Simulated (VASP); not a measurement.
## As: single point with PBEsol

The system is As.

```
CELL_PARAMETERS angstrom
3.30589 0.00000 0.00000
-1.65295 2.86299 0.00000
0.00000 0.00000 9.00385
ATOMIC_POSITIONS crystal
As 0.00000 0.00000 0.25000
As 0.00000 0.00000 0.75000
As 0.33333 0.66667 0.75000
As 0.66667 0.33333 0.25000
```

```yaml
Program: VASP 6.6.1
Task: single point
Functional: PBEsol
Potentials_or_basis: VASP PAW PBE potentials, release 64 (As)
Cutoff: 520 eV
k_mesh: 6 × 6 × 2
Occupations: gaussian, width 0.1 eV
Spin: no spin polarisation
```

The pressure is 100.8 GPa and the band gap on the k mesh is zero (band 10 reaches 7.67 eV, above the bottom of band 11 at 4.34 eV).

Stress tensor (GPa, compression positive):
```
151.98   0.00   0.00
  0.00 151.98   0.00
  0.00   0.00  -1.67
```

Levels at points of the mesh, in eV from the Fermi level:
```tsv
k point	band 8	band 9	band 10	band 11	band 12	band 13
(0.00, 0.00, 0.00)	-5.67	-0.09	-0.03	0.03	0.85	0.85
(0.50, 0.00, 0.00)	-4.80	-2.40	-2.04	-2.00	-1.91	4.03
(0.00, 0.00, 0.50)	-5.68	0.00	0.00	0.87	0.87	0.87
(0.50, 0.00, 0.50)	-4.95	-2.32	-2.32	-1.94	-1.94	5.18
```

Run time: 22 s on 1 thread of Intel(R) Xeon(R) Platinum 8375C CPU @ 2.90GHz (Ice Lake) (shared host), peak memory 0.21 GiB.

Caveat: the k points lie up to 0.37 Å⁻¹ apart; the PAW data sets were made with another functional, which shifts forces and pressure a little; this functional lacks dispersion, which binds the layers, so the pressure and a relaxed spacing across them are unreliable.
